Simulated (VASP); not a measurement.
# Rb (Fm-3m) in VASP: notebook, part 2 of 3

VASP 6.6.1. The steps go on from the part before.

### 3 Single point, PBEsol

The input, INCAR:

```
SYSTEM = Rb
ALGO = Normal
EDIFF = 1E-6
ENCUT = 520
GGA = PS
ISIF = 2
ISMEAR = -1
LASPH = .True.
LCHARG = .False.
LREAL = .False.
LWAVE = .False.
NBANDS = 10
NELM = 100
PREC = Accurate
SIGMA = 0.08617333262145177
```

The input, KPOINTS:

```
k-points
0
Gamma
  2 2 2
  0 0 0
```

The input, POSCAR:

```
Rb
1.0
    0.0000000000      3.6398846700      3.6398846700
    3.6398846700      0.0000000000      3.6398846700
    3.6398846700      3.6398846700      0.0000000000
Rb
1
Direct
    0.0000000000      0.0000000000      0.0000000000
```

Potentials or basis: VASP PAW PBE potentials, release 64 (Rb_sv).

Launch:

```console
cat potpaw_PBE.64/Rb_sv/POTCAR > POTCAR
mpirun -np 1 vasp_std > vasp.out
```

OUTCAR:

```text
SYSTEM = Rb
   EDIFF = 1E-6
   ENCUT = 520
   GGA = PS
   ISIF = 2
   ISMEAR = -1
   LASPH = .True.
   LREAL = .False.
   NELM = 100
   PREC = Accurate

 ion  position               nearest neighbor table
   1  0.000  0.000  0.000-

  LATTYP: Found a face centered cubic cell.
 ALAT       =     7.2797693400

  Lattice vectors:

 A1 = (   0.0000000000,   3.6398846700,   3.6398846700)
 A2 = (   3.6398846700,   0.0000000000,   3.6398846700)
 A3 = (   3.6398846700,   3.6398846700,   0.0000000000)

Analysis of symmetry for initial positions (statically):
=====================================================================
 Subroutine PRICEL returns:
 Original cell was already a primitive cell.

 Routine SETGRP: Setting up the symmetry group for a
 face centered cubic supercell.

 Subroutine GETGRP returns: Found 48 space group operations
 (whereof 48 operations were pure point group operations)
 out of a pool of 48 trial point group operations.

The static configuration has the point symmetry O_h .

Analysis of symmetry for dynamics (positions and initial velocities):
=====================================================================
 Subroutine PRICEL returns:
 Original cell was already a primitive cell.

 Routine SETGRP: Setting up the symmetry group for a
 face centered cubic supercell.

 Subroutine GETGRP returns: Found 48 space group operations
 (whereof 48 operations were pure point group operations)
 out of a pool of 48 trial point group operations.

The dynamic configuration has the point symmetry O_h .

 Subroutine INISYM returns: Found 48 space group operations
 (whereof 48 operations are pure point group operations),
 and found     1 'primitive' translations

----------------------------------------------------------------------------------------

                                     Primitive cell

  volume of cell :      96.4479

  direct lattice vectors                    reciprocal lattice vectors
     0.000000000  3.639884670  3.639884670    -0.137366990  0.137366990  0.137366990
     3.639884670  0.000000000  3.639884670     0.137366990 -0.137366990  0.137366990
     3.639884670  3.639884670  0.000000000     0.137366990  0.137366990 -0.137366990

  length of vectors
     5.147574266  5.147574266  5.147574266     0.237926605  0.237926605  0.237926605

  position of ions in fractional coordinates (direct lattice)
     0.000000000  0.000000000  0.000000000

  ion indices of the primitive-cell ions
   primitive index   ion index
                 1           1

----------------------------------------------------------------------------------------

 KPOINTS: k-points

Automatic generation of k-mesh.
 Grid dimensions read from file:
 generate k-points for:    2    2    2

 Generating k-lattice:

  Cartesian coordinates                     Fractional coordinates (reciprocal lattice)
    -0.068683495  0.068683495  0.068683495     0.500000000  0.000000000  0.000000000
     0.068683495 -0.068683495  0.068683495     0.000000000  0.500000000  0.000000000
     0.068683495  0.068683495 -0.068683495     0.000000000  0.000000000  0.500000000

  Length of vectors
     0.118963303  0.118963303  0.118963303

  Shift w.r.t. Gamma in fractional coordinates (k-lattice)
     0.000000000  0.000000000  0.000000000

 Subroutine IBZKPT returns following result:
 ===========================================

 Found      3 irreducible k-points:

 Following reciprocal coordinates:
            Coordinates               Weight
  0.000000  0.000000  0.000000      1.000000
  0.500000  0.000000  0.000000      4.000000
  0.500000  0.500000  0.000000      3.000000
   k-points           NKPTS =      3   k-points in BZ     NKDIM =      3   number of bands    NBANDS=     10
   number of dos      NEDOS =    301   number of ions     NIONS =      1
   total plane-waves  NPLWV =  64000
   dimension x,y,z NGX =    40 NGY =   40 NGZ =   40
   dimension x,y,z NGXF=    80 NGYF=   80 NGZF=   80
   ions per type =               1
   NGX,Y,Z   is equivalent  to a cutoff of  12.92, 12.92, 12.92 a.u.
   NGXF,Y,Z  is equivalent  to a cutoff of  25.84, 25.84, 25.84 a.u.
 SYSTEM =  Rb
   PREC   = accura    normal or accurate (medium, high low for compatibility)
   ISTART =      0    job   : 0-new  1-cont  2-samecut
   ICHARG =      2    charge: 1-file 2-atom 10-const
   ISPIN  =      1    spin polarized calculation?
   LNONCOLLINEAR =      F non collinear calculations
   LSORBIT =      F    spin-orbit coupling
   LASPH  =      T    aspherical Exc in radial PAW
   ENCUT  =  520.0 eV  38.22 Ry    6.18 a.u.   9.57  9.57  9.57*2*pi/ulx,y,z
   NELM   =    100;   NELMIN=  2; NELMDL= -5     # of ELM steps
   EDIFF  = 0.1E-05   stopping-criterion for ELM
   LREAL  =      F    real-space projection
   EDIFFG = 0.1E-04   stopping-criterion for IOM
   NSW    =      0    number of steps for IOM
   IBRION =     -1    ionic relax: 0-MD 1-quasi-New 2-CG
   NFREE  =      0    steps in history (QN), initial steepest desc. (CG)
   ISIF   =      2    stress and relaxation
   ISYM   =      2    0-nonsym 1-usesym 2-fastsym
   POTIM  = 0.5000    time-step for ionic-motion
   TEBEG  =    0.0;   TEEND  =   0.0 temperature during run
   PSTRESS=    0.0 pullay stress
   NELECT =       9.0000    total number of electrons
   NUPDOWN=      -1.0000    fix difference up-down
   EMIN   =  10.00;   EMAX   =-10.00  energy-range for DOS
   EFERMI =   0.00;   METHOD = LEGACY
   ISMEAR =    -1;   SIGMA  =   0.09  broadening in eV -4-tet -1-fermi 0-gaus
   EFERMI_NEDOS =   21; number of points for ismear=-14 and -15
   IALGO  =     38    algorithm
   IMIX   =      4    mixing-type and parameters
     AMIX     =   0.40;   BMIX     =  1.00
     AMIX_MAG =   1.60;   BMIX_MAG =  1.00
  volume/ion in A,a.u.               =      96.45       650.86
  Fermi-wavevector in a.u.,A,eV,Ry     =   0.742548  1.403213  7.501953  0.551378
  Thomas-Fermi vector in A             =   1.837453
   LORBIT       =      0    0 simple, 1 ext, 2 COOP (PROOUT), +10 PAW based schemes
   GGA     = PS    functional components
   LHFCALC =     F    Hartree Fock is set to
   AEXX    =    0.0000 exact exchange contribution
   IVDW    =     0    specifies the selected vdW correction
   LEPSILON=     F    determine dielectric tensor
   LRPA    =     F    only Hartree local field effects (RPA)
 non-spin polarized calculation
  energy-cutoff  :      520.00
  volume of cell :       96.45
 maximum number of plane-waves:      2637
 NGX is ok and might be reduce to    40
   NGX = 19   NGY = 19   NGZ = 19

 number of electron       9.0000000 magnetization

 Free energy of the ion-electron system (eV)
  ---------------------------------------------------
  ext. energy  EPLUGINS =         0.00000000
  ---------------------------------------------------
  free energy    TOTEN  =        -0.73353255 eV

  energy without entropy =       -0.68050844  energy(sigma->0) =       -0.70702049

 E-fermi :   0.0718     XC(G=0):  -5.3248

 val. band max:       -0.0196714241   @ k =   0.5000   0.0000   0.0000
 cond. band min:       0.5287860211   @ k =   0.5000   0.0000   0.0000
 fundamental gap:      0.5484574452
 Fermi energy:         0.0718088512

 k-point     1 :       0.0000    0.0000    0.0000
  band No.  band energies     occupation
      1     -28.9670      2.00000
      2     -13.0211      2.00000
      3     -13.0211      2.00000
      4     -13.0211      2.00000
      5      -2.0282      2.00000
      6       3.3926      0.00000
      7       3.3926      0.00000
      8       3.3926      0.00000
      9       4.7092      0.00000
     10       4.7092      0.00000

 k-point     2 :       0.5000    0.0000    0.0000
  band No.  band energies     occupation
      1     -28.9641      2.00000
      2     -13.0995      2.00000
      3     -13.0320      2.00000
      4     -13.0320      2.00000
      5      -0.0197      1.48599
      6       0.5288      0.00990
      7       3.2194      0.00000
      8       3.2194      0.00000
      9       5.2120      0.00000
     10       5.4941      0.00000

 k-point     3 :       0.5000    0.5000    0.0000
  band No.  band energies     occupation
      1     -28.9632      2.00000
      2     -13.0951      2.00000
      3     -13.0499      2.00000
      4     -13.0499      2.00000
      5       0.5801      0.00547
      6       1.1723      0.00001
      7       1.6707      0.00000
      8       4.1635      0.00000
      9       4.1635      0.00000
     10       4.5125      0.00000

------------------------ aborting loop because EDIFF is reached ----------------------------------------

  FORCE on cell =-STRESS in cart. coord.  units (eV):
  Direction    XX          YY          ZZ          XY          YZ          ZX
  --------------------------------------------------------------------------------------
  -------------------------------------------------------------------------------------
  Total       -0.1686690     -0.1686690     -0.1686690      0.0000000      0.0000000     -0.0000000
  in kB       -2.8019019     -2.8019019     -2.8019019      0.0000000      0.0000000     -0.0000000
  external PRESSURE =      -2.8019019 kB  Pullay stress =       0.0000000 kB

 VOLUME and BASIS-vectors are now :
 -----------------------------------------------------------------------------
  energy-cutoff  :      520.00
  volume of cell :       96.45
      direct lattice vectors                 reciprocal lattice vectors
     0.000000000  3.639884670  3.639884670    -0.137366990  0.137366990  0.137366990
     3.639884670  0.000000000  3.639884670     0.137366990 -0.137366990  0.137366990
     3.639884670  3.639884670  0.000000000     0.137366990  0.137366990 -0.137366990

 POSITION                                       TOTAL-FORCE (eV/Angst)
 -----------------------------------------------------------------------------------
      0.00000      0.00000      0.00000         0.000000      0.000000      0.000000
 -----------------------------------------------------------------------------------
    total drift:                               -0.000000     -0.000000     -0.000000

  FREE ENERGIE OF THE ION-ELECTRON SYSTEM (eV)
  ---------------------------------------------------
  free  energy   TOTEN  =        -0.7335325498 eV

  energy  without entropy=       -0.6805084366  energy(sigma->0) =       -0.70702049
```

stdout:

```text
POSCAR found type information on POSCAR Rb
 POSCAR found :  1 types and       1 ions
 scaLAPACK will be used
 -----------------------------------------------------------------------------
|                                                                             |
|                                                                             |
|     You enforced a specific xc type in the INCAR file but a different       |
|     I HOPE YOU KNOW WHAT YOU ARE DOING!                                     |
|                                                                             |
 -----------------------------------------------------------------------------

 LDA part: xc-table for (Slater+PW92), standard interpolation
 POSCAR, INCAR and KPOINTS ok, starting setup
 FFT: planning ... GRIDC
 FFT: planning ... GRID_SOFT
 FFT: planning ... GRID
 WAVECAR not read
 entering main loop
```

Run time: 11 s. Hardware: 1 thread of Intel Xeon 8259CL, shared host; peak memory 0.22 GiB.

What came out:

- Free energy: -0.7335 eV
- Pressure: -0.3 GPa

Caveat: the k points lie up to 0.75 Å⁻¹ apart; the PAW data sets were made with another functional, which shifts forces and pressure a little.

### 4 Single point, PBE

The input, INCAR:

```
SYSTEM = Rb
PREC = Accurate
ENCUT = 520
EDIFF = 1E-6
ISMEAR = 0
SIGMA = 0.1
LREAL = .False.
LASPH = .True.
NELM = 60
ALGO = Normal
ISIF = 2
LWAVE = .False.
LCHARG = .False.
GGA = PE
NBANDS = 10
```

The input, KPOINTS:

```
regular mesh
0
Gamma
  2 2 2
  0 0 0
```

POSCAR, as its differences from that of step 3:

```diff
@@ -8,2 +8,2 @@
 Direct
-    0.0000000000      0.0000000000      0.0000000000
+    0.4510000000      0.2680000000      0.2590000000
```

Potentials or basis: VASP PAW PBE potentials, release 64 (Rb_sv).

Launch:

```console
cat potpaw_PBE.64/Rb_sv/POTCAR > POTCAR
mpirun -np 1 vasp_std > vasp.out
```

OUTCAR:

```text
SYSTEM = Rb
   PREC = Accurate
   ENCUT = 520
   EDIFF = 1E-6
   ISMEAR = 0
   LREAL = .False.
   LASPH = .True.
   NELM = 60
   ISIF = 2
   GGA = PE

 ion  position               nearest neighbor table
   1  0.451  0.268  0.259-

  LATTYP: Found a face centered cubic cell.
 ALAT       =     7.2797693400

  Lattice vectors:

 A1 = (   0.0000000000,   3.6398846700,   3.6398846700)
 A2 = (   3.6398846700,   0.0000000000,   3.6398846700)
 A3 = (   3.6398846700,   3.6398846700,   0.0000000000)

Analysis of symmetry for initial positions (statically):
=====================================================================
 Subroutine PRICEL returns:
 Original cell was already a primitive cell.

 Routine SETGRP: Setting up the symmetry group for a
 face centered cubic supercell.

 Subroutine GETGRP returns: Found 48 space group operations
 (whereof  1 operations were pure point group operations)
 out of a pool of 48 trial point group operations.

The static configuration has the point symmetry C_1 .
 The point group associated with its full space group is O_h .

Analysis of symmetry for dynamics (positions and initial velocities):
=====================================================================
 Subroutine PRICEL returns:
 Original cell was already a primitive cell.

 Routine SETGRP: Setting up the symmetry group for a
 face centered cubic supercell.

 Subroutine GETGRP returns: Found 48 space group operations
 (whereof  1 operations were pure point group operations)
 out of a pool of 48 trial point group operations.

The dynamic configuration has the point symmetry C_1 .
 The point group associated with its full space group is O_h .

 Subroutine INISYM returns: Found 48 space group operations
 (whereof  1 operations are pure point group operations),
 and found     1 'primitive' translations

----------------------------------------------------------------------------------------

                                     Primitive cell

[... 91 lines left out ...]
   GGA     = PE    functional components
   LHFCALC =     F    Hartree Fock is set to
   AEXX    =    0.0000 exact exchange contribution
   IVDW    =     0    specifies the selected vdW correction
   LEPSILON=     F    determine dielectric tensor
   LRPA    =     F    only Hartree local field effects (RPA)
 non-spin polarized calculation
 Gauss-broadening in eV      SIGMA  =   0.10
  energy-cutoff  :      520.00
  volume of cell :       96.45
 maximum number of plane-waves:      2637
 NGX is ok and might be reduce to    40
   NGX = 19   NGY = 19   NGZ = 19

 number of electron       9.0000000 magnetization

 Free energy of the ion-electron system (eV)
  ---------------------------------------------------
  ext. energy  EPLUGINS =         0.00000000
  ---------------------------------------------------
  free energy    TOTEN  =        -0.62973619 eV

  energy without entropy =       -0.60726599  energy(sigma->0) =       -0.61850109

 E-fermi :   0.0941     XC(G=0):  -5.2461

 val. band max:        0.0464099113   @ k =   0.5000   0.0000   0.0000
 cond. band min:       0.6377633852   @ k =   0.5000   0.0000   0.0000
 fundamental gap:      0.5913534740
 Fermi energy:         0.0941035389

 k-point     1 :       0.0000    0.0000    0.0000
  band No.  band energies     occupation
      1     -28.9420      2.00000
      2     -12.9916      2.00000
      3     -12.9916      2.00000
      4     -12.9916      2.00000
      5      -1.9396      2.00000
      6       3.4515      0.00000
      7       3.4515      0.00000
      8       3.4515      0.00000
      9       4.7610      0.00000
     10       4.7610      0.00000
[... 14 lines left out ...]
 k-point     3 :       0.5000    0.5000    0.0000
  band No.  band energies     occupation
      1     -28.9382      2.00000
      2     -13.0652      2.00000
      3     -13.0203      2.00000
      4     -13.0203      2.00000
      5       0.6987      0.00000
      6       1.2386      0.00000
      7       1.7249      0.00000
      8       4.2480      0.00000
      9       4.2480      0.00000
     10       4.5871      0.00000

------------------------ aborting loop because EDIFF is reached ----------------------------------------

  FORCE on cell =-STRESS in cart. coord.  units (eV):
  Direction    XX          YY          ZZ          XY          YZ          ZX
  --------------------------------------------------------------------------------------
  -------------------------------------------------------------------------------------
  Total       -0.0931308     -0.0931308     -0.0931308     -0.0000000      0.0000000      0.0000000
  in kB       -1.5470732     -1.5470732     -1.5470732     -0.0000000      0.0000000      0.0000000
  external PRESSURE =      -1.5470732 kB  Pullay stress =       0.0000000 kB

 VOLUME and BASIS-vectors are now :
 -----------------------------------------------------------------------------
  energy-cutoff  :      520.00
  volume of cell :       96.45
      direct lattice vectors                 reciprocal lattice vectors
     0.000000000  3.639884670  3.639884670    -0.137366990  0.137366990  0.137366990
     3.639884670  0.000000000  3.639884670     0.137366990 -0.137366990  0.137366990
     3.639884670  3.639884670  0.000000000     0.137366990  0.137366990 -0.137366990

 POSITION                                       TOTAL-FORCE (eV/Angst)
 -----------------------------------------------------------------------------------
      1.91822      2.58432      2.61708        -0.000000     -0.000000     -0.000000
 -----------------------------------------------------------------------------------
    total drift:                                0.000000     -0.000000     -0.000001

  FREE ENERGIE OF THE ION-ELECTRON SYSTEM (eV)
  ---------------------------------------------------
  free  energy   TOTEN  =        -0.6297361890 eV

  energy  without entropy=       -0.6072659921  energy(sigma->0) =       -0.61850109
```

OSZICAR:

```text
N       E                     dE             d eps       ncg     rms          rms(c)
DAV:   1     0.457944996829E+02    0.45794E+02   -0.34273E+03    60   0.598E+02
DAV:   2     0.253421674771E+01   -0.43260E+02   -0.42895E+02    64   0.135E+02
DAV:   3    -0.515679329618E+00   -0.30499E+01   -0.30409E+01   102   0.367E+01
DAV:   4    -0.609839201717E+00   -0.94160E-01   -0.94143E-01    72   0.552E+00
DAV:   5    -0.618020162503E+00   -0.81810E-02   -0.81807E-02    82   0.121E+00    0.250E-01
DAV:   6    -0.622448951435E+00   -0.44288E-02   -0.17509E-03    72   0.248E-01    0.160E-01
DAV:   7    -0.629044499925E+00   -0.65955E-02   -0.64511E-03    66   0.317E-01    0.534E-02
DAV:   8    -0.629722784334E+00   -0.67828E-03   -0.16654E-03    64   0.187E-01    0.155E-02
DAV:   9    -0.629724186994E+00   -0.14027E-05   -0.37526E-05    84   0.357E-02    0.819E-03
DAV:  10    -0.629736042884E+00   -0.11856E-04   -0.24522E-05    70   0.158E-02    0.137E-03
DAV:  11    -0.629736189015E+00   -0.14613E-06   -0.37487E-07    76   0.256E-03
   1 F= -.62973619E+00 E0= -.61850109E+00  d E =-.224702E-01
```

Run time: 11 s. Hardware: 1 thread of Intel Xeon 8259CL, shared host; peak memory 0.22 GiB.

What came out:

```
Free energy : -0.6297 eV
Pressure    : -0.2 GPa
```

Caveat: the k points lie up to 0.75 Å⁻¹ apart.

(Continued in part 3 of 3.)
